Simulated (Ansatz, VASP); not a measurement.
H in VASP and in Ansatz

File INCAR:

```
ALGO     = Normal         # electronic algorithm
EDIFF    = 1E-7           # SCF threshold, eV
ENCUT    = 520            # plane-wave cutoff, eV
GGA      = PE             # functional
ISIF     = 2              # what is computed and relaxed
ISMEAR   = -1             # smearing method
LASPH    = True           # aspherical terms in the spheres
LCHARG   = False          # write CHGCAR
LREAL    = False          # projectors in reciprocal space
LWAVE    = False          # write WAVECAR
NBANDS   = 6              # bands
NELM     = 80             # most SCF steps
PREC     = Accurate       # precision mode
SIGMA    = 0.05           # smearing width, eV
```

The input KPOINTS:

```
k-points
0
Gamma
  20 20 20
```

Contents of POSCAR:

```
H
1.0
    0.0000000000      1.1341747626      1.1341747626
    1.1341747626      0.0000000000      1.1341747626
    1.1341747626      1.1341747626      0.0000000000
H
1
Direct
    0.0000000000      0.0000000000      0.0000000000
```

Input for Ansatz:

```yaml
crystal:
  lattice:
    - [0.0, 1.1341747626, 1.1341747626]
    - [1.1341747626, 0.0, 1.1341747626]
    - [1.1341747626, 1.1341747626, 0.0]
  atoms:
    - { symbol: H, position: [0.0, 0.0, 0.0] }
kpoints:
  mp_grid: { grid: [20, 20, 20] }
scf:
  occupations: { method: fermi_dirac, width: 0.05 }
hamiltonian:
  xc: pbe
  pseudopotentials: { kind: all_electron, lapw: { basis_error: 0.001 } }
output:
  forces: true
  stress: true
  eigenvalues: true
```

Change from the starting cell: volume scaled by 0.98.

Alike in both runs: task single point; functional PBE; k mesh 20 × 20 × 20; occupations fermi-dirac, width 0.05 eV; no spin polarisation.

```csv
,VASP,Ansatz
version,VASP 6.6.1,Ansatz 0.2.0
potentials or method,"VASP PAW PBE potentials, release 64 (H), cutoff 520 eV","all-electron LAPW, scalar-relativistic"
```

VASP gave:

```
pressure (GPa) : 1.5
```

Q: Estimate Ansatz's values.

A: Pressure (GPa): 1.9.

Ansatz ran all-electron here, and VASP with PAW potentials.
